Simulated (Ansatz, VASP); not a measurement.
## KCl in VASP and in Ansatz

File INCAR:

```
ALGO = Normal ; EDIFF = 1E-8
ENCUT = 400 ; GGA = PS
GGA_COMPAT = False ; ISIF = 2
ISMEAR = -1 ; LASPH = True
LCHARG = False ; LEFG = True
LREAL = False ; LWAVE = False
NBANDS = 15 ; NELM = 120
PREC = Accurate ; SIGMA = 0.01
```

File KPOINTS:

```
k-points
0
Gamma
  7 7 7
```

Contents of POSCAR:

```
KCl
1.0
    3.5613200000      0.0000000000      0.0000000000
    0.0000000000      3.5613200000      0.0000000000
    0.0000000000      0.0000000000      3.6340000000
K Cl
1 1
Direct
    0.0000000000      0.0000000000      0.0000000000
    0.5000000000      0.5000000000      0.5000000000
```

Input for Ansatz:

```yaml
crystal:
  lattice:
    - [3.56132, 0.0, 0.0]
    - [0.0, 3.56132, 0.0]
    - [0.0, 0.0, 3.634]
  atoms:
    - { symbol: K, position: [0.0, 0.0, 0.0] }
    - { symbol: Cl, position: [0.5, 0.5, 0.5] }
kpoints:
  mp_grid: { grid: [7, 7, 7] }
scf:
  occupations: { method: fermi_dirac, width: 0.01 }
hamiltonian:
  xc: pbesol
  pseudopotentials: { kind: paw }
output:
  forces: true
  stress: true
  eigenvalues: true
  efg: { contact_densities: true }
```

Change from the starting cell: equal xx and yy strain of -2 %, PAW files.

Alike in both runs: task electric field gradients; functional PBEsol; k mesh 7 × 7 × 7; occupations fermi-dirac, width 0.01 eV; no spin polarisation.

|  | VASP | Ansatz |
| --- | --- | --- |
| version | VASP 6.6.1 | Ansatz 0.2.0 |
| potentials or method | VASP PAW PBE potentials, release 64 (K_sv, Cl) | PAW with Ansatz's default frozen-core files, scalar-relativistic |
| plane-wave cutoff (eV) | 400 | 420 |
| valence electrons in the cell | 16 | 16 |

|  | VASP | Ansatz | Ansatz less VASP |
| --- | --- | --- | --- |
| gap on the k mesh at the Fermi level (eV) | 5.56 | 5.57 | +0.007 |
| pressure (GPa) | 3.9 | 3.7 | -0.14 |
| traceless stress, the component that is largest in VASP (GPa) | -0.71 | -0.71 | -0.003 |
| size of Vzz on the site where it differs most (V/Å²) | 5.3 | 5.5 | +0.17 |

VASP's potentials were made for PBE, not for PBEsol.
